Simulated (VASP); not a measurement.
# Si (Cmcm) in VASP: notebook

The runs below take Si through single point, with PBEsol.

Program: VASP 6.6.1. These are calculated values, not measurements. Logs are shortened: lines on timing, memory, paths and dates and some standing lists are left out, and cuts for length are marked.

## 1. The cell of the first run

Symmetry: Cmcm, No. 63, orthorhombic system. Conventional cell: a = 3.716 Å, b = 6.835 Å, c = 6.333 Å, α = 90.00°, β = 90.00°, γ = 90.00°. Si (site symmetry m) has 4 Si at 2.32 to 2.41 Å within 3.1 Å.

## 2. Single point, PBEsol (strain -0.0300 x Voigt [1, -1, 0, 0, 0, 0])

File INCAR:

```
SYSTEM = Si
ALGO = Normal
EDIFF = 1E-6
ENCUT = 520
GGA = PS
ISIF = 2
ISMEAR = 0
LASPH = .True.
LCHARG = .True.
LELF = .True.
LREAL = .False.
LVHAR = .True.
LWAVE = .False.
NBANDS = 16
NELM = 100
PREC = Accurate
SIGMA = 0.03
```

File KPOINTS:

```
k-points
0
Gamma
  12 12 6
  0 0 0
```

File POSCAR:

```
Si
1.0
    3.7163779367      0.0000000000      0.0000000000
   -1.8581889684      3.4175587983      0.0000000000
    0.0000000000      0.0000000000      6.3326220002
Si
4
Direct
    0.3333333333      0.6666666667      0.0630095000
    0.6666666667      0.3333333333      0.5630095000
    0.3333333333      0.6666666667      0.4369905000
    0.6666666667      0.3333333333      0.9369905000
```

Potentials or basis: VASP PAW PBE potentials, release 64 (Si).

Started as:

```bash
$ cat potpaw_PBE.64/Si/POTCAR > POTCAR
$ mpirun -np 1 vasp_std > vasp.out
```

OUTCAR:

```text
SYSTEM = Si
   EDIFF = 1E-6
   ENCUT = 520
   GGA = PS
   ISIF = 2
   ISMEAR = 0
   LASPH = .True.
   LREAL = .False.
   NELM = 100
   PREC = Accurate

 ion  position               nearest neighbor table
   1  0.333  0.667  0.063-   4 2.32   4 2.32   3 2.37   4 2.41
   2  0.667  0.333  0.563-   3 2.32   3 2.32   4 2.37   3 2.41
   3  0.333  0.667  0.437-   2 2.32   2 2.32   1 2.37   2 2.41
   4  0.667  0.333  0.937-   1 2.32   1 2.32   2 2.37   1 2.41

  LATTYP: Found a base centered orthorhombic cell.
 ALAT       =     3.7163779367
 B/A-ratio  =     1.8391879709
 C/A-ratio  =     1.7039768581

  Lattice vectors:

 A1 = (   1.8581889684,  -3.4175587983,   0.0000000000)
 A2 = (   1.8581889683,   3.4175587983,   0.0000000000)
 A3 = (   0.0000000000,   0.0000000000,   6.3326220002)

Analysis of symmetry for initial positions (statically):
=====================================================================
 Subroutine PRICEL returns:
 Original cell was already a primitive cell.

 Routine SETGRP: Setting up the symmetry group for a
 base centered orthorhombic supercell.

 Subroutine GETGRP returns: Found  8 space group operations
 (whereof  4 operations were pure point group operations)
 out of a pool of  8 trial point group operations.

The static configuration has the point symmetry C_2h.
 The point group associated with its full space group is D_2h.

Analysis of symmetry for dynamics (positions and initial velocities):
=====================================================================
 Subroutine PRICEL returns:
 Original cell was already a primitive cell.

 Routine SETGRP: Setting up the symmetry group for a
 base centered orthorhombic supercell.

 Subroutine GETGRP returns: Found  8 space group operations
 (whereof  4 operations were pure point group operations)
 out of a pool of  8 trial point group operations.

The dynamic configuration has the point symmetry C_2h.
 The point group associated with its full space group is D_2h.

 Subroutine INISYM returns: Found  8 space group operations
 (whereof  4 operations are pure point group operations),
 and found     1 'primitive' translations

----------------------------------------------------------------------------------------

                                     Primitive cell

  volume of cell :      80.4303

  direct lattice vectors                    reciprocal lattice vectors
     3.716377937  0.000000000  0.000000000     0.269079199  0.146303262  0.000000000
    -1.858188968  3.417558798  0.000000000     0.000000000  0.292606524  0.000000000
[... 94 lines left out ...]
   NFREE  =      0    steps in history (QN), initial steepest desc. (CG)
   ISIF   =      2    stress and relaxation
   ISYM   =      2    0-nonsym 1-usesym 2-fastsym
   POTIM  = 0.5000    time-step for ionic-motion
   TEBEG  =    0.0;   TEEND  =   0.0 temperature during run
   PSTRESS=    0.0 pullay stress
   NELECT =      16.0000    total number of electrons
   NUPDOWN=      -1.0000    fix difference up-down
   EMIN   =  10.00;   EMAX   =-10.00  energy-range for DOS
   EFERMI =   0.00;   METHOD = LEGACY
   ISMEAR =     0;   SIGMA  =   0.03  broadening in eV -4-tet -1-fermi 0-gaus
   EFERMI_NEDOS =   21; number of points for ismear=-14 and -15
   IALGO  =     38    algorithm
   IMIX   =      4    mixing-type and parameters
     AMIX     =   0.40;   BMIX     =  1.00
     AMIX_MAG =   1.60;   BMIX_MAG =  1.00
  volume/ion in A,a.u.               =      20.11       135.69
  Fermi-wavevector in a.u.,A,eV,Ry     =   0.955671  1.805956 12.426293  0.913307
  Thomas-Fermi vector in A             =   2.084530
   LORBIT       =      0    0 simple, 1 ext, 2 COOP (PROOUT), +10 PAW based schemes
   GGA     = PS    functional components
   LHFCALC =     F    Hartree Fock is set to
   AEXX    =    0.0000 exact exchange contribution
   IVDW    =     0    specifies the selected vdW correction
   LEPSILON=     F    determine dielectric tensor
   LRPA    =     F    only Hartree local field effects (RPA)
 non-spin polarized calculation
 Gauss-broadening in eV      SIGMA  =   0.03
  energy-cutoff  :      520.00
  volume of cell :       80.43
 maximum number of plane-waves:      2192
   NGX = 13   NGY = 15   NGZ = 23

 number of electron      16.0000000 magnetization

 Free energy of the ion-electron system (eV)
  ---------------------------------------------------
  ext. energy  EPLUGINS =         0.00000000
  ---------------------------------------------------
  free energy    TOTEN  =       -22.87078602 eV

  energy without entropy =      -22.87074158  energy(sigma->0) =      -22.87076380

 E-fermi :   6.1117     XC(G=0):  -9.5332

 val. band max:        6.0224662358   @ k =   0.0000   0.0833   0.0000
 cond. band min:       6.1131303334   @ k =   0.5000   0.0000   0.0000
 fundamental gap:      0.0906640976
 Fermi energy:         6.1117079480

 k-point     1 :       0.0000    0.0000    0.0000
  band No.  band energies     occupation
      1      -6.2344      2.00000
      2      -3.9352      2.00000
      3      -1.2721      2.00000
      4       4.3088      2.00000
      5       4.6432      2.00000
      6       5.6460      2.00000
[... 433 lines left out ...]
      3      -1.2372      2.00000
      4      -0.0916      2.00000
      5       1.2076      2.00000
      6       2.0464      2.00000
[... 8 lines left out ...]
     15      12.1811      0.00000
     16      13.1023      0.00000

 [... further k-points ...]

------------------------ aborting loop because EDIFF is reached ----------------------------------------

  FORCE on cell =-STRESS in cart. coord.  units (eV):
  Direction    XX          YY          ZZ          XY          YZ          ZX
  --------------------------------------------------------------------------------------
  -------------------------------------------------------------------------------------
  Total        2.5832669     -2.5410540     -0.1260702      0.0000000      0.0000000      0.0000000
  in kB       51.4588916    -50.6180080     -2.5113292      0.0000000      0.0000000      0.0000000
  external PRESSURE =      -0.5568152 kB  Pullay stress =       0.0000000 kB

 VOLUME and BASIS-vectors are now :
 -----------------------------------------------------------------------------
  energy-cutoff  :      520.00
  volume of cell :       80.43
      direct lattice vectors                 reciprocal lattice vectors
     3.716377937  0.000000000  0.000000000     0.269079199  0.146303262  0.000000000
    -1.858188968  3.417558798  0.000000000     0.000000000  0.292606524  0.000000000
     0.000000000  0.000000000  6.332622000     0.000000000  0.000000000  0.157912473

 POSITION                                       TOTAL-FORCE (eV/Angst)
 -----------------------------------------------------------------------------------
     -0.00000      2.27837      0.39902        -0.000000      0.441138      0.022788
      1.85819      1.13919      3.56533         0.000000     -0.441138      0.022788
     -0.00000      2.27837      2.76730        -0.000000      0.441138     -0.022788
      1.85819      1.13919      5.93361         0.000000     -0.441138     -0.022788
 -----------------------------------------------------------------------------------
    total drift:                               -0.000000      0.000000     -0.000000

  FREE ENERGIE OF THE ION-ELECTRON SYSTEM (eV)
  ---------------------------------------------------
  free  energy   TOTEN  =       -22.8707860227 eV

  energy  without entropy=      -22.8707415795  energy(sigma->0) =      -22.87076380
```

stdout:

```text
POSCAR found type information on POSCAR Si
 POSCAR found :  1 types and       4 ions
 scaLAPACK will be used
 -----------------------------------------------------------------------------
|                                                                             |
|                                                                             |
|     You enforced a specific xc type in the INCAR file but a different       |
|     I HOPE YOU KNOW WHAT YOU ARE DOING!                                     |
|                                                                             |
 -----------------------------------------------------------------------------

 LDA part: xc-table for (Slater+PW92), standard interpolation
 POSCAR, INCAR and KPOINTS ok, starting setup
 FFT: planning ... GRIDC
 FFT: planning ... GRID_SOFT
 FFT: planning ... GRID
 WAVECAR not read
 entering main loop
```

It took 85 s on 1 thread of Intel Xeon 6975P-C (Granite Rapids), shared host; peak memory 0.28 GiB.

What came out:

```yaml
Free_energy: -22.8708 eV
Pressure: -0.1 GPa
Largest_force: 0.442 eV/Å
Band_gap_on_the_k_mesh: zero (bands 8 and 9 overlap by 0.03 eV)
```

Forces on the atoms (eV/Å):
```
Si   0.000  0.441  0.023
Si   0.000 -0.441  0.023
Si   0.000  0.441 -0.023
Si   0.000 -0.441 -0.023
```

Caveat: the cell differs from its parent crystal (strain -0.0300 x Voigt [1, -1, 0, 0, 0, 0]); the stress differs along the axes, from -5 to 5 GPa; semilocal functionals underestimate gaps, and a narrow one can read as zero; the PAW data sets were made with another functional, which shifts forces and pressure a little.

## 3. Single point, PBEsol (strain +0.0350 x Voigt [1, -1, 0, 0, 0, 0])

File INCAR:

```
SYSTEM = Si
ALGO = Normal
EDIFF = 1E-6
ENCUT = 520
GGA = PS
ISIF = 2
ISMEAR = 0
LASPH = .TRUE.
LCHARG = .FALSE.
LREAL = .FALSE.
LWAVE = .FALSE.
NBANDS = 16
NELM = 60
PREC = Accurate
SIGMA = 0.03
```

File KPOINTS:

```
k-points
0
G
  12 12 6
  0 0 0
```

Edit POSCAR of step 2 so:

```diff
@@ -2,4 +2,4 @@
 1.0
-    3.7163779367      0.0000000000      0.0000000000
-   -1.8581889684      3.4175587983      0.0000000000
+    3.9654135716      0.0000000000      0.0000000000
+   -1.9827067858      3.2018876120      0.0000000000
     0.0000000000      0.0000000000      6.3326220002
```

Potentials or basis: VASP PAW PBE potentials, release 64 (Si).

Started as:

```bash
$ cat potpaw_PBE.64/Si/POTCAR > POTCAR
$ mpirun -np 1 vasp_std > vasp.out
```

OUTCAR:

```text
SYSTEM = Si
   EDIFF = 1E-6
   ENCUT = 520
   GGA = PS
   ISIF = 2
   ISMEAR = 0
   LASPH = .TRUE.
   LREAL = .FALSE.
   NELM = 60
   PREC = Accurate

 ion  position               nearest neighbor table
   1  0.333  0.667  0.063-   4 2.28   3 2.37   4 2.39   4 2.39
   2  0.667  0.333  0.563-   3 2.28   4 2.37   3 2.39   3 2.39
   3  0.333  0.667  0.437-   2 2.28   1 2.37   2 2.39   2 2.39
   4  0.667  0.333  0.937-   1 2.28   2 2.37   1 2.39   1 2.39

  Warning from LATTYP: Monoclinic adjustment (A1->A3, A2->A1, A3->A2)!
  LATTYP: Found a base centered orthorhombic cell.
 ALAT       =     3.9654135716
 B/A-ratio  =     1.6149072747
 C/A-ratio  =     1.5969638187

  Lattice vectors:

 A1 = (   1.9827067858,  -3.2018876120,   0.0000000000)
 A2 = (   1.9827067858,   3.2018876120,   0.0000000000)
 A3 = (   0.0000000000,   0.0000000000,   6.3326220002)

Analysis of symmetry for initial positions (statically):
=====================================================================
 Subroutine PRICEL returns:
 Original cell was already a primitive cell.

[... 177 lines left out ...]

 val. band max:        5.9451626122   @ k =   0.0000   0.0000   0.1667
 cond. band min:       5.9624838765   @ k =   0.0000   0.5000   0.1667
 fundamental gap:      0.0173212644
 Fermi energy:         5.9567936598

 k-point     1 :       0.0000    0.0000    0.0000
  band No.  band energies     occupation
      1      -6.2358      2.00000
      2      -3.9377      2.00000
      3      -1.2721      2.00000
      4       4.3576      2.00000
      5       4.5905      2.00000
      6       5.6544      2.00000
[... 433 lines left out ...]
      3      -1.5531      2.00000
      4       0.1007      2.00000
      5       1.2512      2.00000
      6       2.0802      2.00000
[... 8 lines left out ...]
     15      12.2270      0.00000
     16      12.7815      0.00000

 [... further k-points ...]

------------------------ aborting loop because EDIFF is reached ----------------------------------------

  FORCE on cell =-STRESS in cart. coord.  units (eV):
  Direction    XX          YY          ZZ          XY          YZ          ZX
  --------------------------------------------------------------------------------------
  -------------------------------------------------------------------------------------
  Total       -2.9683248      3.1742736     -0.1185124      0.0000000      0.0000000      0.0000000
  in kB      -59.1485176     63.2523708     -2.3615452      0.0000000      0.0000000      0.0000000
  external PRESSURE =       0.5807693 kB  Pullay stress =       0.0000000 kB

 VOLUME and BASIS-vectors are now :
 -----------------------------------------------------------------------------
  energy-cutoff  :      520.00
  volume of cell :       80.40
      direct lattice vectors                 reciprocal lattice vectors
     3.965413572  0.000000000  0.000000000     0.252180506  0.156157886  0.000000000
    -1.982706786  3.201887612  0.000000000     0.000000000  0.312315772  0.000000000
     0.000000000  0.000000000  6.332622000     0.000000000  0.000000000  0.157912473

 POSITION                                       TOTAL-FORCE (eV/Angst)
 -----------------------------------------------------------------------------------
     -0.00000      2.13459      0.39902         0.000000     -0.650748      0.040993
      1.98271      1.06730      3.56533         0.000000      0.650748      0.040993
     -0.00000      2.13459      2.76730         0.000000     -0.650748     -0.040993
      1.98271      1.06730      5.93361         0.000000      0.650748     -0.040993
 -----------------------------------------------------------------------------------
    total drift:                               -0.000000      0.000000     -0.000000

  FREE ENERGIE OF THE ION-ELECTRON SYSTEM (eV)
  ---------------------------------------------------
  free  energy   TOTEN  =       -22.8407702256 eV

  energy  without entropy=      -22.8406230323  energy(sigma->0) =      -22.84069663
```

OSZICAR:

```text
N       E                     dE             d eps       ncg     rms          rms(c)
DAV:   1     0.243428577321E+02    0.24343E+02   -0.59605E+03  5504   0.819E+02
DAV:   2    -0.214223449309E+02   -0.45765E+02   -0.41438E+02  7568   0.120E+02
DAV:   3    -0.232828469885E+02   -0.18605E+01   -0.18419E+01  7432   0.225E+01
DAV:   4    -0.233042624468E+02   -0.21415E-01   -0.21407E-01  6928   0.311E+00
DAV:   5    -0.233046238563E+02   -0.36141E-03   -0.36138E-03  7552   0.382E-01    0.702E+00
DAV:   6    -0.229813194190E+02    0.32330E+00   -0.12805E-01  6552   0.174E+00    0.418E+00
DAV:   7    -0.228400595967E+02    0.14126E+00   -0.24530E-01  6904   0.243E+00    0.288E-01
DAV:   8    -0.228405708645E+02   -0.51127E-03   -0.22196E-02  6424   0.838E-01    0.176E-01
DAV:   9    -0.228407321116E+02   -0.16125E-03   -0.10541E-03  7328   0.194E-01    0.107E-01
DAV:  10    -0.228407635982E+02   -0.31487E-04   -0.27443E-04  6680   0.873E-02    0.262E-02
DAV:  11    -0.228407693201E+02   -0.57219E-05   -0.38717E-05  7464   0.341E-02    0.213E-02
DAV:  12    -0.228407702256E+02   -0.90545E-06   -0.43803E-06  6200   0.120E-02
   1 F= -.22840770E+02 E0= -.22840697E+02  d E =-.147193E-03
```

stdout:

```text
POSCAR found type information on POSCAR Si
 POSCAR found :  1 types and       4 ions
 scaLAPACK will be used
 -----------------------------------------------------------------------------
|                                                                             |
|                                                                             |
|     You enforced a specific xc type in the INCAR file but a different       |
|     I HOPE YOU KNOW WHAT YOU ARE DOING!                                     |
|                                                                             |
 -----------------------------------------------------------------------------

 LDA part: xc-table for (Slater+PW92), standard interpolation
 POSCAR, INCAR and KPOINTS ok, starting setup
 FFT: planning ... GRIDC
 FFT: planning ... GRID_SOFT
 FFT: planning ... GRID
 WAVECAR not read
 entering main loop
```

It took 2 min on 1 thread of Intel Xeon 6975P-C (Granite Rapids), shared host; peak memory 0.29 GiB.

Results:

* Free energy: -22.8408 eV
* Pressure: 0.1 GPa
* Largest force: 0.652 eV/Å
* Band gap on the k mesh: zero (bands 8 and 9 overlap by 0.25 eV)

Forces on the atoms (eV/Å):
```
Si   0.000 -0.651  0.041
Si   0.000  0.651  0.041
Si   0.000 -0.651 -0.041
Si   0.000  0.651 -0.041
```

Caveat: the cell differs from its parent crystal (strain +0.0350 x Voigt [1, -1, 0, 0, 0, 0]); the stress differs along the axes, from -6 to 6 GPa; semilocal functionals underestimate gaps, and a narrow one can read as zero; the PAW data sets were made with another functional, which shifts forces and pressure a little.

The gap in the log of VASP goes by the Fermi energy; the results here count the filled bands.